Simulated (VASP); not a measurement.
Here is a VASP 6.6.1 calculation.

Contents of INCAR:

```
ALGO = Normal
EDIFF = 1E-7
ENCUT = 520
GGA = PE
ISIF = 2
ISMEAR = -1
ISPIN = 2
LASPH = T
LCHARG = T
LELF = T
LMAXMIX = 4
LORBIT = 11
LREAL = F
LVHAR = T
LWAVE = F
MAGMOM = 4
NBANDS = 14
NELM = 150
PREC = Accurate
SIGMA = 0.05
```

KPOINTS

```
k-points
0
Gamma
  15 15 15
```

File POSCAR:

```
Fe
1.0
   -1.4302000000      1.4302000000      1.4302000000
    1.4302000000     -1.4302000000      1.4302000000
    1.4302000000      1.4302000000     -1.4302000000
Fe
1
Direct
    0.0000000000      0.0000000000      0.0000000000
```

Potentials or basis: VASP PAW PBE potentials, release 64 (Fe).

Run with:

```bash
$ cat potpaw_PBE.64/Fe/POTCAR > POTCAR
$ mpirun -np 1 vasp_std > vasp.out
```

Q: Estimate the net moment.

A: 2.23 μB per cell.

Q: Predict the pressure.

A: -5.5 GPa.

Q: Predict the site moments.

A: Fe +2.23 μB.
